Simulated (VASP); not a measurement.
## Ge: single point with PBEsol

Crystal: Ge.

```
Ge
1.0
    -0.02821    2.10200    2.11346
     2.07162   -0.03255    2.11780
     2.04296    2.07768   -0.00389
Ge
1
Direct
  0.00000 0.00000 0.00000
```

```
Program                : VASP 6.6.1
Task                   : single point
Functional             : PBEsol
Potentials or basis    : VASP PAW PBE potentials, release 64 (Ge_d)
Cutoff                 : 520 eV
k mesh                 : 8 × 8 × 8
Occupations            : methfessel-paxton, width 0.01 eV
Spin                   : no spin polarisation
Dipole correction      : no
Further INCAR settings : ALGO = Normal; EDIFF = 1e-07; NBANDS = 13
```

The pressure is 0.7 GPa and the band gap on the k mesh is zero (bands 7 and 8 overlap by 11.02 eV).

Stress tensor (GPa, compression positive):
```
 0.57 -1.01 -0.61
-1.01  0.44 -0.56
-0.61 -0.56  0.98
```

Levels at points of the mesh, in eV from the Fermi level:
| k point | band 4 | band 5 | band 6 | band 7 | band 8 | band 9 | band 10 | band 11 |
| --- | --- | --- | --- | --- | --- | --- | --- | --- |
| (0.00, 0.00, 0.00) | -24.75 | -24.74 | -13.52 | 8.67 | 9.02 | 9.40 | 13.66 | 13.94 |
| (0.50, 0.00, 0.00) | -24.70 | -24.69 | -8.23 | -5.87 | 6.77 | 7.33 | 12.08 | 12.69 |
| (0.00, 0.50, 0.00) | -24.69 | -24.69 | -8.28 | -5.89 | 6.84 | 7.37 | 12.17 | 12.78 |
| (0.50, 0.50, 0.00) | -24.68 | -24.68 | -5.88 | -4.64 | 2.26 | 3.11 | 6.20 | 7.04 |
| (0.00, 0.00, 0.50) | -24.70 | -24.69 | -7.94 | -5.80 | 6.60 | 6.89 | 11.99 | 12.47 |
| (0.50, 0.00, 0.50) | -24.68 | -24.68 | -5.76 | -4.58 | 2.50 | 2.69 | 6.41 | 6.64 |
| (0.00, 0.50, 0.50) | -24.68 | -24.68 | -5.45 | -4.40 | 2.26 | 2.39 | 6.09 | 6.44 |
| (0.50, 0.50, 0.50) | -24.70 | -24.69 | -7.89 | -5.79 | 6.52 | 6.86 | 11.90 | 12.38 |

It took 48 s on 1 thread of Intel(R) Xeon(R) Platinum 8259CL CPU @ 2.50GHz (Skylake/Cascade Lake), with other jobs on the host, peak memory 0.18 GiB.

Caveat: the PAW data sets were made with another functional, which shifts forces and pressure a little.
